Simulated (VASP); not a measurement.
A run of VASP 6.6.1 is set up as follows.

Contents of INCAR:

```
SYSTEM = BaH4
PREC = Accurate
ENCUT = 520
EDIFF = 1E-7
ISMEAR = -1
SIGMA = 0.05
LREAL = .False.
LASPH = .True.
NELM = 80
ALGO = Normal
ISIF = 2
LWAVE = .False.
LCHARG = .False.
GGA = PE
NBANDS = 15
```

File KPOINTS:

```
regular mesh
0
Gamma
  5 5 5
  0 0 0
```

POSCAR

```
BaH4
1.0
    2.2908200000      1.3226000000      3.5362500000
   -2.2908200000      1.3226000000      3.5362500000
    0.0000000000     -2.6452100000      3.5362500000
Ba H
1 4
Direct
    0.0000000000      0.0000000000      0.0000000000
    0.7408700000      0.7408700000      0.7408700000
    0.2591300000      0.2591300000      0.2591300000
    0.4636900000      0.4636900000      0.4636900000
    0.5363100000      0.5363100000      0.5363100000
```

Potentials or basis: VASP PAW PBE potentials, release 64 (Ba_sv, H).

The run is started by

```sh
$ cat potpaw_PBE.64/Ba_sv/POTCAR potpaw_PBE.64/H/POTCAR > POTCAR
$ mpirun -np 1 vasp_std > vasp.out
```

Problem. Predict the pressure.

Solution. 0.4 GPa.

Problem. Estimate the largest force.

Solution. 0.020 eV/Å.

Problem. What does it give for the band gap on the k mesh?

Solution. 2.59 eV, indirect (least direct gap 3.11 eV).

Forces on the atoms (eV/Å):
```
Ba   0.000  0.000  0.000
H    0.000  0.000 -0.001
H    0.000  0.000  0.001
H    0.000  0.000  0.020
H    0.000  0.000 -0.020
```

Caveat: spin-orbit coupling is left out, which moves the levels of the heavy elements. A k mesh can miss the band edges.
